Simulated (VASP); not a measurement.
# CuP (Pm-3m) in VASP: a series of runs

CuP is run at these levels: PBE; tasks: single point, relaxation of cell and atoms.

Program: VASP 6.6.1. These are calculated values, not measurements. Logs are shortened: lines on timing, memory, paths and dates and some standing lists are left out, and cuts for length are marked.

**1. The cell of the first run**

Symmetry: Pm-3m, No. 221, cubic system. The conventional cell has a = 3.021 Å, b = 3.021 Å, c = 3.021 Å, α = 90.00°, β = 90.00°, γ = 90.00°. Cu (site symmetry m-3m) has 8 P at 2.62 Å and 6 Cu at 3.02 Å within 3.5 Å. Within 3.5 Å of P (site symmetry m-3m) lie 8 Cu at 2.62 Å and 6 P at 3.02 Å.

**2. Single point, PBE**

The input, INCAR:

```
PREC = Accurate
ENCUT = 520
EDIFF = 1E-6
ISMEAR = 0
SIGMA = 0.1
LREAL = F
LASPH = T
NELM = 60
ALGO = Normal
ISIF = 2
LWAVE = F
LCHARG = F
GGA = PE
NBANDS = 15
```

The input, KPOINTS:

```
Automatic mesh
0
Gamma
  6 6 6
```

The input, POSCAR:

```
CuP
1.0
    3.0206839980      0.0000000000      0.0000000000
    0.0000000000      3.0206839980      0.0000000000
    0.0000000000      0.0000000000      3.0206839980
Cu P
1 1
Direct
    0.0000000000      0.0000000000      0.0000000000
    0.5000000000      0.5000000000      0.5000000000
```

Potentials or basis: VASP PAW PBE potentials, release 64 (Cu, P).

Started as:

```bash
$ cat potpaw_PBE.64/Cu/POTCAR potpaw_PBE.64/P/POTCAR > POTCAR
$ mpirun -np 1 vasp_std > vasp.out
```

OUTCAR:

```text
PREC = Accurate
   ENCUT = 520
   EDIFF = 1E-6
   ISMEAR = 0
   LREAL = F
   LASPH = T
   NELM = 60
   ISIF = 2
   GGA = PE

 ion  position               nearest neighbor table
   1  0.000  0.000  0.000-   2 2.62   2 2.62   2 2.62   2 2.62   2 2.62   2 2.62   2 2.62   2 2.62

   2  0.500  0.500  0.500-   1 2.62   1 2.62   1 2.62   1 2.62   1 2.62   1 2.62   1 2.62   1 2.62

  LATTYP: Found a simple cubic cell.
 ALAT       =     3.0206839980

  Lattice vectors:

 A1 = (   3.0206839980,   0.0000000000,   0.0000000000)
 A2 = (   0.0000000000,   3.0206839980,   0.0000000000)
 A3 = (   0.0000000000,   0.0000000000,   3.0206839980)

Analysis of symmetry for initial positions (statically):
=====================================================================
 Subroutine PRICEL returns:
 Original cell was already a primitive cell.

 Routine SETGRP: Setting up the symmetry group for a
 simple cubic supercell.

 Subroutine GETGRP returns: Found 48 space group operations
[... 9 lines left out ...]

 Routine SETGRP: Setting up the symmetry group for a
 simple cubic supercell.

 Subroutine GETGRP returns: Found 48 space group operations
[... 11 lines left out ...]
                                     Primitive cell

  volume of cell :      27.5623

  direct lattice vectors                    reciprocal lattice vectors
     3.020683998  0.000000000  0.000000000     0.331050848  0.000000000  0.000000000
     0.000000000  3.020683998  0.000000000     0.000000000  0.331050848  0.000000000
     0.000000000  0.000000000  3.020683998     0.000000000  0.000000000  0.331050848

  length of vectors
     3.020683998  3.020683998  3.020683998     0.331050848  0.331050848  0.331050848

  position of ions in fractional coordinates (direct lattice)
     0.000000000  0.000000000  0.000000000
     0.500000000  0.500000000  0.500000000

  ion indices of the primitive-cell ions
   primitive index   ion index
                 1           1
                 2           2

----------------------------------------------------------------------------------------

 KPOINTS: Automatic mesh

Automatic generation of k-mesh.
 Grid dimensions read from file:
 generate k-points for:    6    6    6

 Generating k-lattice:

  Cartesian coordinates                     Fractional coordinates (reciprocal lattice)
     0.055175141  0.000000000  0.000000000     0.166666667  0.000000000  0.000000000
     0.000000000  0.055175141  0.000000000     0.000000000  0.166666667  0.000000000
     0.000000000  0.000000000  0.055175141     0.000000000  0.000000000  0.166666667

  Length of vectors
     0.055175141  0.055175141  0.055175141

  Shift w.r.t. Gamma in fractional coordinates (k-lattice)
     0.000000000  0.000000000  0.000000000

 Subroutine IBZKPT returns following result:
 ===========================================

 Found     20 irreducible k-points:

 Following reciprocal coordinates:
            Coordinates               Weight
  0.000000  0.000000  0.000000      1.000000
  0.166667  0.000000  0.000000      6.000000
  0.333333  0.000000  0.000000      6.000000
  0.500000  0.000000  0.000000      3.000000
  0.166667  0.166667  0.000000     12.000000
  0.333333  0.166667  0.000000     24.000000
[... 12 lines left out ...]
  0.500000  0.500000  0.333333      6.000000
  0.500000  0.500000  0.500000      1.000000
   k-points           NKPTS =     20   k-points in BZ     NKDIM =     20   number of bands    NBANDS=     15
   number of dos      NEDOS =    301   number of ions     NIONS =      2
   total plane-waves  NPLWV =  13824
   dimension x,y,z NGX =    24 NGY =   24 NGZ =   24
   dimension x,y,z NGXF=    48 NGYF=   48 NGZF=   48
   ions per type =               1   1
   NGX,Y,Z   is equivalent  to a cutoff of  13.21, 13.21, 13.21 a.u.
   NGXF,Y,Z  is equivalent  to a cutoff of  26.42, 26.42, 26.42 a.u.
 SYSTEM =  unknown system
   PREC   = accura    normal or accurate (medium, high low for compatibility)
   ISTART =      0    job   : 0-new  1-cont  2-samecut
   ICHARG =      2    charge: 1-file 2-atom 10-const
   ISPIN  =      1    spin polarized calculation?
   LNONCOLLINEAR =      F non collinear calculations
   LSORBIT =      F    spin-orbit coupling
   LASPH  =      T    aspherical Exc in radial PAW
   ENCUT  =  520.0 eV  38.22 Ry    6.18 a.u.   5.62  5.62  5.62*2*pi/ulx,y,z
   NELM   =     60;   NELMIN=  2; NELMDL= -5     # of ELM steps
   EDIFF  = 0.1E-05   stopping-criterion for ELM
   LREAL  =      F    real-space projection
   EDIFFG = 0.1E-04   stopping-criterion for IOM
   NSW    =      0    number of steps for IOM
   IBRION =     -1    ionic relax: 0-MD 1-quasi-New 2-CG
   NFREE  =      0    steps in history (QN), initial steepest desc. (CG)
   ISIF   =      2    stress and relaxation
   ISYM   =      2    0-nonsym 1-usesym 2-fastsym
   POTIM  = 0.5000    time-step for ionic-motion
   TEBEG  =    0.0;   TEEND  =   0.0 temperature during run
   PSTRESS=    0.0 pullay stress
   NELECT =      16.0000    total number of electrons
   NUPDOWN=      -1.0000    fix difference up-down
   EMIN   =  10.00;   EMAX   =-10.00  energy-range for DOS
   EFERMI =   0.00;   METHOD = LEGACY
   ISMEAR =     0;   SIGMA  =   0.10  broadening in eV -4-tet -1-fermi 0-gaus
   EFERMI_NEDOS =   21; number of points for ismear=-14 and -15
   IALGO  =     38    algorithm
   IMIX   =      4    mixing-type and parameters
     AMIX     =   0.40;   BMIX     =  1.00
     AMIX_MAG =   1.60;   BMIX_MAG =  1.00
  volume/ion in A,a.u.               =      13.78        93.00
  Fermi-wavevector in a.u.,A,eV,Ry     =   1.365661  2.580725 25.375268  1.865030
  Thomas-Fermi vector in A             =   2.491870
   LORBIT       =      0    0 simple, 1 ext, 2 COOP (PROOUT), +10 PAW based schemes
   GGA     = PE    functional components
   LHFCALC =     F    Hartree Fock is set to
   AEXX    =    0.0000 exact exchange contribution
   IVDW    =     0    specifies the selected vdW correction
   LEPSILON=     F    determine dielectric tensor
   LRPA    =     F    only Hartree local field effects (RPA)
 non-spin polarized calculation
 Gauss-broadening in eV      SIGMA  =   0.10
  energy-cutoff  :      520.00
  volume of cell :       27.56
 maximum number of plane-waves:       768
 NGX is ok and might be reduce to    24
   NGX = 11   NGY = 11   NGZ = 11

 number of electron      16.0000002 magnetization

 Free energy of the ion-electron system (eV)
  ---------------------------------------------------
  ext. energy  EPLUGINS =         0.00000000
  ---------------------------------------------------
  free energy    TOTEN  =        -8.32019086 eV

  energy without entropy =       -8.31371140  energy(sigma->0) =       -8.31695113

 E-fermi :   8.6669     XC(G=0): -11.8010

 val. band max:        8.6129032080   @ k =   0.5000   0.1667   0.1667
 cond. band min:       8.6907880271   @ k =   0.5000   0.3333   0.3333
 fundamental gap:      0.0778848191
 Fermi energy:         8.6669302567

 k-point     1 :       0.0000    0.0000    0.0000
  band No.  band energies     occupation
      1      -5.5391      2.00000
      2       4.4790      2.00000
      3       4.4790      2.00000
      4       5.4768      2.00000
      5       5.4768      2.00000
      6       5.4768      2.00000
      7       8.7057      0.58326
      8       8.7057      0.58326
      9       8.7057      0.58326
     10      12.5074      0.00000
     11      14.6930      0.00000
     12      14.6930      0.00000
     13      24.7284      0.00000
     14      24.7286      0.00000
     15      24.7292      0.00000

 k-point     2 :       0.1667    0.0000    0.0000
  band No.  band energies     occupation
      1      -5.1440      2.00000
      2       4.1281      2.00000
      3       4.5479      2.00000
      4       5.2617      2.00000
      5       5.2617      2.00000
      6       5.4921      2.00000
      7       6.7002      2.00000
      8       9.2610      0.00000
      9       9.2610      0.00000
     10      13.4058      0.00000
     11      14.8119      0.00000
     12      17.1077      0.00000
     13      21.1192      0.00000
     14      21.1192      0.00000
     15      23.2195      0.00000

 k-point     3 :       0.3333    0.0000    0.0000
  band No.  band energies     occupation
      1      -4.0586      2.00000
      2       1.9803      2.00000
      3       4.6891      2.00000
      4       4.9291      2.00000
      5       4.9291      2.00000
      6       5.5228      2.00000
      7       5.9271      2.00000
      8      10.5116      0.00000
      9      10.5116      0.00000
     10      14.3909      0.00000
     11      15.1086      0.00000
     12      17.9125      0.00000
     13      17.9125      0.00000
     14      18.7928      0.00000
     15      23.1772      0.00000

 k-point     4 :       0.5000    0.0000    0.0000
  band No.  band energies     occupation
      1      -3.1180      2.00000
      2       0.3964      2.00000
      3       4.7617      2.00000
      4       4.7921      2.00000
      5       4.7921      2.00000
      6       5.5383      2.00000
      7       5.9795      2.00000
      8      11.3707      0.00000
      9      11.3707      0.00000
     10      15.3013      0.00000
     11      15.3773      0.00000
     12      16.4023      0.00000
     13      16.4023      0.00000
     14      17.3352      0.00000
     15      22.0835      0.00000
[... 235 lines left out ...]
 k-point    18 :       0.5000    0.3333    0.3333
  band No.  band energies     occupation
      1      -0.7429      2.00000
      2       2.7013      2.00000
      3       3.3224      2.00000
      4       5.0492      2.00000
      5       5.4173      2.00000
      6       5.4370      2.00000
      7       6.2702      2.00000
      8       6.4978      2.00000
      9       8.6908      0.73582
     10      11.0252      0.00000
     11      11.0387      0.00000
     12      13.5453      0.00000
     13      17.5743      0.00000
     14      24.7022      0.00000
     15      26.0525      0.00000

 k-point    19 :       0.5000    0.5000    0.3333
  band No.  band energies     occupation
      1       0.0072      2.00000
      2       2.8949      2.00000
      3       2.8949      2.00000
      4       4.2825      2.00000
      5       5.4746      2.00000
      6       5.8413      2.00000
      7       6.9005      2.00000
      8       6.9005      2.00000
      9       8.7750      0.12627
     10       9.0084      0.00000
     11      12.0484      0.00000
     12      12.0484      0.00000
     13      15.5970      0.00000
     14      25.8003      0.00000
     15      29.1395      0.00000

 k-point    20 :       0.5000    0.5000    0.5000
  band No.  band energies     occupation
      1       1.1214      2.00000
      2       2.8471      2.00000
      3       2.8471      2.00000
      4       2.8471      2.00000
      5       5.8457      2.00000
      6       5.8457      2.00000
      7       8.4434      1.99843
      8       8.4434      1.99843
      9       8.4434      1.99843
     10       9.7258      0.00000
     11       9.7258      0.00000
     12       9.7258      0.00000
     13      13.6151      0.00000
     14      29.3449      0.00000
     15      29.3449      0.00000

------------------------ aborting loop because EDIFF is reached ----------------------------------------

  FORCE on cell =-STRESS in cart. coord.  units (eV):
  Direction    XX          YY          ZZ          XY          YZ          ZX
  --------------------------------------------------------------------------------------
  -------------------------------------------------------------------------------------
  Total        0.1071649      0.1071649      0.1071649      0.0000000      0.0000000     -0.0000000
  in kB        6.2294146      6.2294146      6.2294146      0.0000000      0.0000000     -0.0000000
  external PRESSURE =       6.2294146 kB  Pullay stress =       0.0000000 kB

 VOLUME and BASIS-vectors are now :
 -----------------------------------------------------------------------------
  energy-cutoff  :      520.00
  volume of cell :       27.56
      direct lattice vectors                 reciprocal lattice vectors
     3.020683998  0.000000000  0.000000000     0.331050848  0.000000000  0.000000000
     0.000000000  3.020683998  0.000000000     0.000000000  0.331050848  0.000000000
     0.000000000  0.000000000  3.020683998     0.000000000  0.000000000  0.331050848

 POSITION                                       TOTAL-FORCE (eV/Angst)
 -----------------------------------------------------------------------------------
      0.00000      0.00000      0.00000         0.000000      0.000000      0.000000
      1.51034      1.51034      1.51034         0.000000      0.000000      0.000000
 -----------------------------------------------------------------------------------
    total drift:                                0.000000      0.000000      0.000000

  FREE ENERGIE OF THE ION-ELECTRON SYSTEM (eV)
  ---------------------------------------------------
  free  energy   TOTEN  =        -8.3201908627 eV

  energy  without entropy=       -8.3137114032  energy(sigma->0) =       -8.31695113
```

Run time: 3.8 s. Hardware: 1 thread of Intel Xeon 6975P-C (Granite Rapids), shared host; peak memory 0.13 GiB.

What came out:

| Quantity | Value |
| --- | --- |
| Free energy | -8.3202 eV |
| Pressure | 0.6 GPa |
| Band gap on the k mesh | zero (band 8 reaches 11.37 eV, above the bottom of band 9 at 7.54 eV) |

Levels at points of the mesh, in eV from the Fermi level:
```
           k point  band 5  band 6  band 7  band 8  band 9  band 10  band 11  band 12
(0.00, 0.00, 0.00)   -3.19   -3.19    0.04    0.04    0.04     3.84     6.03     6.03
(0.50, 0.00, 0.00)   -3.87   -3.13   -2.69    2.70    2.70     6.63     6.71     7.74
(0.50, 0.50, 0.00)   -3.52   -3.52   -2.84   -2.50   -0.42     2.82    10.10    11.09
(0.50, 0.50, 0.50)   -2.82   -2.82   -0.22   -0.22   -0.22     1.06     1.06     1.06
```

**3. Single point, PBE**

This run uses another cell than the first one, of 15.41 Å³/atom, 1.118 times its volume.

The input, INCAR:

```
ALGO = Normal ; EDIFF = 1E-7
ENCUT = 520 ; GGA = PE
ISIF = 2 ; ISMEAR = 0
LASPH = T ; LCHARG = F
LREAL = F ; LWAVE = F
NBANDS = 15 ; NELM = 100
PREC = Accurate ; SIGMA = 0.1
```

The input, KPOINTS:

```
k-points
0
Gamma
  6 6 6
```

The input, POSCAR:

```
CuP
1.0
    3.1351483195      0.0000000000      0.0000000000
    0.0000000000      3.1351483195      0.0000000000
    0.0000000000      0.0000000000      3.1351483195
Cu P
1 1
Direct
    0.0000000000      0.0000000000      0.0000000000
    0.5000000000      0.5000000000      0.5000000000
```

Potentials or basis: VASP PAW PBE potentials, release 64 (Cu, P).

Started as:

```bash
$ cat potpaw_PBE.64/Cu/POTCAR potpaw_PBE.64/P/POTCAR > POTCAR
$ mpirun -np 1 vasp_std > vasp.out
```

OUTCAR:

```text
EDIFF = 1E-7
   ENCUT = 520
   GGA = PE
   ISIF = 2
   ISMEAR = 0
   LASPH = T
   LREAL = F
   NELM = 100
   PREC = Accurate

 ion  position               nearest neighbor table
   1  0.000  0.000  0.000-   2 2.72   2 2.72   2 2.72   2 2.72   2 2.72   2 2.72   2 2.72   2 2.72

   2  0.500  0.500  0.500-   1 2.72   1 2.72   1 2.72   1 2.72   1 2.72   1 2.72   1 2.72   1 2.72

  LATTYP: Found a simple cubic cell.
 ALAT       =     3.1351483195

  Lattice vectors:

 A1 = (   3.1351483195,   0.0000000000,   0.0000000000)
 A2 = (   0.0000000000,   3.1351483195,   0.0000000000)
 A3 = (   0.0000000000,   0.0000000000,   3.1351483195)

Analysis of symmetry for initial positions (statically):
=====================================================================
 Subroutine PRICEL returns:
 Original cell was already a primitive cell.

 Routine SETGRP: Setting up the symmetry group for a
 simple cubic supercell.

 Subroutine GETGRP returns: Found 48 space group operations
[... 9 lines left out ...]

 Routine SETGRP: Setting up the symmetry group for a
[... 160 lines left out ...]
      2       3.5712      2.00000
      3       3.5712      2.00000
      4       4.3740      2.00000
      5       4.3740      2.00000
      6       4.3740      2.00000
      7       7.2652      0.11762
      8       7.2652      0.11762
      9       7.2652      0.11762
     10      10.0550      0.00000
     11      13.3140      0.00000
     12      13.3140      0.00000
     13      22.0738      0.00000
     14      22.0738      0.00000
[... 329 lines left out ...]
      2       2.1114      2.00000
      3       2.1114      2.00000
      4       2.1114      2.00000
      5       4.6785      2.00000
      6       4.6785      2.00000
      7       6.9502      1.99615
      8       6.9502      1.99615
      9       6.9502      1.99615
     10       8.6665      0.00000
     11       8.6665      0.00000
     12       8.6665      0.00000
     13      11.6033      0.00000
     14      26.8367      0.00000
     15      26.8367      0.00000

------------------------ aborting loop because EDIFF is reached ----------------------------------------

  FORCE on cell =-STRESS in cart. coord.  units (eV):
  Direction    XX          YY          ZZ          XY          YZ          ZX
  --------------------------------------------------------------------------------------
  -------------------------------------------------------------------------------------
  Total       -1.8836204     -1.8836204     -1.8836204     -0.0000000     -0.0000000     -0.0000000
  in kB      -97.9331409    -97.9331409    -97.9331409     -0.0000000     -0.0000000     -0.0000000
  external PRESSURE =     -97.9331409 kB  Pullay stress =       0.0000000 kB

 VOLUME and BASIS-vectors are now :
 -----------------------------------------------------------------------------
  energy-cutoff  :      520.00
  volume of cell :       30.82
      direct lattice vectors                 reciprocal lattice vectors
     3.135148319  0.000000000  0.000000000     0.318964176  0.000000000  0.000000000
     0.000000000  3.135148319  0.000000000     0.000000000  0.318964176  0.000000000
     0.000000000  0.000000000  3.135148319     0.000000000  0.000000000  0.318964176

 POSITION                                       TOTAL-FORCE (eV/Angst)
 -----------------------------------------------------------------------------------
      0.00000      0.00000      0.00000         0.000000      0.000000      0.000000
      1.56757      1.56757      1.56757         0.000000      0.000000      0.000000
 -----------------------------------------------------------------------------------
    total drift:                               -0.000000      0.000000      0.000000

  FREE ENERGIE OF THE ION-ELECTRON SYSTEM (eV)
  ---------------------------------------------------
  free  energy   TOTEN  =        -8.2138924371 eV

  energy  without entropy=       -8.2087712520  energy(sigma->0) =       -8.21133184
```

Wall time 4.2 s (1 thread of Intel Xeon 6975P-C (Granite Rapids), shared host); peak memory 0.13 GiB.

What came out:

* Free energy: -8.2139 eV
* Pressure: -9.8 GPa
* Band gap on the k mesh: zero (band 8 reaches 9.51 eV, above the bottom of band 9 at 6.22 eV)

(Continued in part 2 of 2.)
